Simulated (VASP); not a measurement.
# Ni: single point with LDA

Ni:

```
Ni
1.0
     0.00000    1.71157    1.71157
     1.71157    0.00000    1.71157
     1.71157    1.71157    0.00000
Ni
1
Direct
  0.00000 0.00000 0.00000
```

```json
{
  "Program": "VASP 6.6.1",
  "Task": "single point",
  "Functional": "LDA",
  "Potentials or basis": "VASP PAW LDA potentials, release 64 (Ni)",
  "Cutoff": "520 eV",
  "k mesh": "21 × 21 × 21",
  "Occupations": "fermi-dirac, width 0.05 eV",
  "Spin": "collinear spin, ferromagnetic start",
  "Starting moments": "[1.0] μB"
}
```

```yaml
Pressure: -0.1 GPa
Net_moment: 0.56 μB per cell
Site_moments: Ni +0.56 μB
Valence_electrons_inside_the_program's_atomic_spheres: Ni 9.48
```

Levels at points of the mesh, in eV from the Fermi level:
Spin up:
```
           k point  band 1  band 2  band 3  band 4  band 5  band 6  band 7  band 8  band 9  band 10
(0.00, 0.00, 0.00)   -9.56   -2.54   -2.54   -2.54   -1.25   -1.25   24.47   28.88   28.88    28.88
```
Spin down:
```csv
k point,band 1,band 2,band 3,band 4,band 5,band 6,band 7,band 8,band 9,band 10
"(0.00, 0.00, 0.00)",-9.51,-1.96,-1.96,-1.96,-0.72,-0.72,24.46,28.92,28.92,28.92
```

Run time: 73 s on 1 thread of Intel(R) Xeon(R) Platinum 8259CL CPU @ 2.50GHz (Skylake/Cascade Lake), with other jobs on the host, peak memory 0.17 GiB.
